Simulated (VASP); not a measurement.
# Co (P6_3/mmc) in VASP: single point with PBE

Aim: the single point of Co with PBE.

Everything below comes from runs of VASP 6.6.1. Logs are shortened: lines on timing, memory, paths and dates and some standing lists are left out, and cuts for length are marked.

## Step 1: The cell of the first run

It takes space group P6_3/mmc (No. 194, hexagonal). Conventional cell: a = 2.492 Å, b = 2.492 Å, c = 4.032 Å, α = 90.00°, β = 90.00°, γ = 120.00°. Within 3.3 Å of Co (site symmetry -6m2) lie 12 Co at 2.48 to 2.49 Å.

## Step 2: Single point, PBE, collinear spin, ferromagnetic start

Input file INCAR:

```
SYSTEM = Co
ALGO = Normal
EDIFF = 1E-6
ENCUT = 600
GGA = PE
GGA_COMPAT = .False.
ISIF = 2
ISMEAR = 1
ISPIN = 2
LASPH = .True.
LCHARG = .False.
LMAXMIX = 4
LORBIT = 11
LREAL = .False.
LWAVE = .False.
MAGMOM = 1.7 1.7
NBANDS = 20
NELM = 200
PREC = Accurate
SIGMA = 0.1
```

Input file KPOINTS:

```
k-points
0
Gamma
  18 18 10
  0 0 0
```

Input file POSCAR:

```
Co
1.0
    2.4924459908      0.0000000291      0.0000000000
   -1.2462230206      2.1585215310      0.0000000000
    0.0000000000      0.0000000000      4.0323838980
Co
2
Direct
    0.3333333333      0.6666666667      0.2500000000
    0.6666666667      0.3333333333      0.7500000000
```

Potentials or basis: VASP PAW PBE potentials, release 64 (Co).

The run is started by

```sh
$ cat potpaw_PBE.64/Co/POTCAR > POTCAR
$ mpirun -np 1 vasp_std > vasp.out
```

OUTCAR:

```text
SYSTEM = Co
   EDIFF = 1E-6
   ENCUT = 600
   GGA = PE
   ISIF = 2
   ISMEAR = 1
   ISPIN = 2
   LASPH = .True.
   LORBIT = 11
   LREAL = .False.
   NELM = 200
   PREC = Accurate

 ion  position               nearest neighbor table
   1  0.333  0.667  0.250-   2 2.48   2 2.48   2 2.48   2 2.48   2 2.48   2 2.48
   2  0.667  0.333  0.750-   1 2.48   1 2.48   1 2.48   1 2.48   1 2.48   1 2.48

  LATTYP: Found a hexagonal cell.
 ALAT       =     2.4924459908
 C/A-ratio  =     1.6178420367

  Lattice vectors:

 A1 = (   2.4924459908,   0.0000000291,   0.0000000000)
 A2 = (  -1.2462230206,   2.1585215310,   0.0000000000)
 A3 = (   0.0000000000,   0.0000000000,   4.0323838980)

Analysis of symmetry for initial positions (statically):
=====================================================================
 Subroutine PRICEL returns:
 Original cell was already a primitive cell.

 Routine SETGRP: Setting up the symmetry group for a
 hexagonal supercell.

 Subroutine GETGRP returns: Found 24 space group operations
 (whereof 12 operations were pure point group operations)
 out of a pool of 24 trial point group operations.

The static configuration has the point symmetry D_3d.
 The point group associated with its full space group is D_6h.

Analysis of symmetry for dynamics (positions and initial velocities):
=====================================================================
 Subroutine PRICEL returns:
 Original cell was already a primitive cell.

 Routine SETGRP: Setting up the symmetry group for a
 hexagonal supercell.

 Subroutine GETGRP returns: Found 24 space group operations
 (whereof 12 operations were pure point group operations)
 out of a pool of 24 trial point group operations.

The dynamic configuration has the point symmetry D_3d.
 The point group associated with its full space group is D_6h.

Analysis of structural, dynamic, and magnetic symmetry:
=====================================================================
 Subroutine PRICEL returns:
 Original cell was already a primitive cell.

 Routine SETGRP: Setting up the symmetry group for a
 hexagonal supercell.

 Subroutine GETGRP returns: Found 24 space group operations
 (whereof 12 operations were pure point group operations)
 out of a pool of 24 trial point group operations.

The overall configuration has the point symmetry D_3d.
 The point group associated with its full space group is D_6h.

 Subroutine INISYM returns: Found 24 space group operations
[... 118 lines left out ...]
  volume/ion in A,a.u.               =      10.85        73.20
  Fermi-wavevector in a.u.,A,eV,Ry     =   1.538335  2.907032 32.197852  2.366475
  Thomas-Fermi vector in A             =   2.644718
   LORBIT       =     11    0 simple, 1 ext, 2 COOP (PROOUT), +10 PAW based schemes
   GGA     = PE    functional components
   LHFCALC =     F    Hartree Fock is set to
   AEXX    =    0.0000 exact exchange contribution
   IVDW    =     0    specifies the selected vdW correction
   LEPSILON=     F    determine dielectric tensor
   LRPA    =     F    only Hartree local field effects (RPA)
 spin polarized calculation
 Methfessel and Paxton  Order N= 1 SIGMA  =   0.10
  energy-cutoff  :      600.00
  volume of cell :       21.69
 maximum number of plane-waves:       756
 NGX is ok and might be reduce to    20
   NGX =  9   NGY =  9   NGZ = 17

 number of electron      17.9999994 magnetization       3.1902187

 Free energy of the ion-electron system (eV)
  ---------------------------------------------------
  ext. energy  EPLUGINS =         0.00000000
  ---------------------------------------------------
  free energy    TOTEN  =       -14.07139691 eV

  energy without entropy =      -14.07170885  energy(sigma->0) =      -14.07150089

 E-fermi :  10.2585     XC(G=0): -13.4051

 val. band max:       10.2559618944   @ k =   0.1111  -0.0000   0.2000
 cond. band min:      10.2603498236   @ k =   0.1111   0.0556   0.2000
 fundamental gap:      0.0043879291
 Fermi energy:        10.2584636013

 spin component 1

 k-point     1 :       0.0000    0.0000    0.0000
  band No.  band energies     occupation
      1       1.3549      1.00000
      2       5.1350      1.00000
      3       7.6515      1.00000
      4       7.6720      1.00000
      5       7.6720      1.00000
      6       7.9829      1.00000
[... 541 lines left out ...]
     19      32.7950      0.00000
     20      35.1463      0.00000

 [... further k-points ...]

 spin component 2

 k-point     1 :       0.0000    0.0000    0.0000
  band No.  band energies     occupation
      1       1.3398      1.00000
      2       6.0639      1.00000
      3       9.2680      1.00000
      4       9.2965      1.00000
      5       9.2965      1.00000
      6       9.6609      1.00000
[... 541 lines left out ...]
     19      33.1037      0.00000
     20      35.4867      0.00000

 [... further k-points ...]

------------------------ aborting loop because EDIFF is reached ----------------------------------------

  FORCE on cell =-STRESS in cart. coord.  units (eV):
  Direction    XX          YY          ZZ          XY          YZ          ZX
  --------------------------------------------------------------------------------------
  -------------------------------------------------------------------------------------
  Total       -0.1008199     -0.1008199     -0.1092441     -0.0000000     -0.0000000     -0.0000000
  in kB       -7.4458263     -7.4458263     -8.0679770     -0.0000000     -0.0000000     -0.0000000
  external PRESSURE =      -7.6532099 kB  Pullay stress =       0.0000000 kB

 VOLUME and BASIS-vectors are now :
 -----------------------------------------------------------------------------
  energy-cutoff  :      600.00
  volume of cell :       21.69
      direct lattice vectors                 reciprocal lattice vectors
     2.492445991  0.000000029  0.000000000     0.401212302  0.231640037  0.000000000
    -1.246223021  2.158521531  0.000000000    -0.000000005  0.463280064  0.000000000
     0.000000000  0.000000000  4.032383898     0.000000000  0.000000000  0.247992261

 POSITION                                       TOTAL-FORCE (eV/Angst)
 -----------------------------------------------------------------------------------
     -0.00000      1.43901      1.00810         0.000000     -0.000000      0.000000
      1.24622      0.71951      3.02429        -0.000000      0.000000      0.000000
 -----------------------------------------------------------------------------------
    total drift:                               -0.000000      0.000000     -0.000000

  FREE ENERGIE OF THE ION-ELECTRON SYSTEM (eV)
  ---------------------------------------------------
  free  energy   TOTEN  =       -14.0713969113 eV

  energy  without entropy=      -14.0717088475  energy(sigma->0) =      -14.07150089

 total charge

# of ion       s       p       d       tot
------------------------------------------
    1        0.488   0.521   7.264   8.273
    2        0.488   0.521   7.264   8.273
--------------------------------------------------
tot          0.977   1.042  14.528  16.546

 magnetization (x)

# of ion       s       p       d       tot
------------------------------------------
    1       -0.015  -0.057   1.689   1.617
    2       -0.015  -0.057   1.689   1.617
--------------------------------------------------
tot         -0.031  -0.113   3.377   3.233
```

OSZICAR:

```text
N       E                     dE             d eps       ncg     rms          rms(c)
DAV:   1     0.916104942076E+02    0.91610E+02   -0.86895E+03 18632   0.132E+03
DAV:   2    -0.111571930288E+02   -0.10277E+03   -0.92466E+02 17992   0.229E+02
DAV:   3    -0.161101017885E+02   -0.49529E+01   -0.47256E+01 20084   0.603E+01
DAV:   4    -0.161853760453E+02   -0.75274E-01   -0.75200E-01 21596   0.657E+00
DAV:   5    -0.161875989784E+02   -0.22229E-02   -0.22227E-02 20732   0.109E+00    0.148E+01
DAV:   6    -0.145119590966E+02    0.16756E+01   -0.75131E+00 20148   0.567E+01    0.723E+00
DAV:   7    -0.141052580228E+02    0.40670E+00   -0.11992E+00 20872   0.207E+01    0.383E+00
DAV:   8    -0.140867010599E+02    0.18557E-01   -0.16826E-02 22956   0.124E+00    0.179E+00
DAV:   9    -0.140717335986E+02    0.14967E-01   -0.27700E-03 28816   0.966E-01    0.535E-01
DAV:  10    -0.140712623008E+02    0.47130E-03   -0.14126E-03 23868   0.529E-01    0.127E-01
DAV:  11    -0.140714005698E+02   -0.13827E-03   -0.12123E-04 25068   0.140E-01    0.282E-02
DAV:  12    -0.140713965711E+02    0.39987E-05   -0.55768E-06 21608   0.202E-02    0.143E-02
DAV:  13    -0.140713969113E+02   -0.34014E-06   -0.16029E-06 16892   0.158E-02
   1 F= -.14071397E+02 E0= -.14071501E+02  d E =0.311936E-03  mag=     3.1906
```

Wall time 3.9 min (1 thread of Oxide Virtual Turin-like, shared host); peak memory 0.24 GiB.

Results:

```
Free energy                                           : -14.0714 eV
Pressure                                              : -0.8 GPa
Net moment                                            : 3.19 μB per cell
Site moments                                          : Co +1.62 μB
Valence electrons inside the program's atomic spheres : Co 8.27
```

Levels at points of the mesh, in eV from the Fermi level:
Spin up:
```csv
k point,band 9,band 10,band 11,band 12,band 13,band 14
"(0.00, 0.00, 0.00)",-1.93,-0.83,-0.83,-0.07,6.35,21.99
"(0.50, 0.00, 0.00)",-0.61,-0.55,1.31,3.32,9.69,10.34
"(0.00, 0.00, 0.50)",-1.14,-1.14,-1.14,-1.14,15.02,15.02
"(0.50, 0.00, 0.50)",-0.61,-0.61,1.61,1.61,7.26,7.26
```
Spin down:
| k point | band 5 | band 6 | band 7 | band 8 | band 9 | band 10 |
| --- | --- | --- | --- | --- | --- | --- |
| (0.00, 0.00, 0.00) | -0.96 | -0.60 | -0.60 | -0.17 | -0.17 | -0.15 |
| (0.50, 0.00, 0.00) | -1.11 | -1.03 | -0.62 | 1.17 | 1.30 | 1.33 |
| (0.00, 0.00, 0.50) | -1.03 | -1.03 | -1.03 | -1.03 | 0.71 | 0.71 |
| (0.50, 0.00, 0.50) | -0.06 | -0.06 | 0.24 | 0.24 | 1.27 | 1.27 |
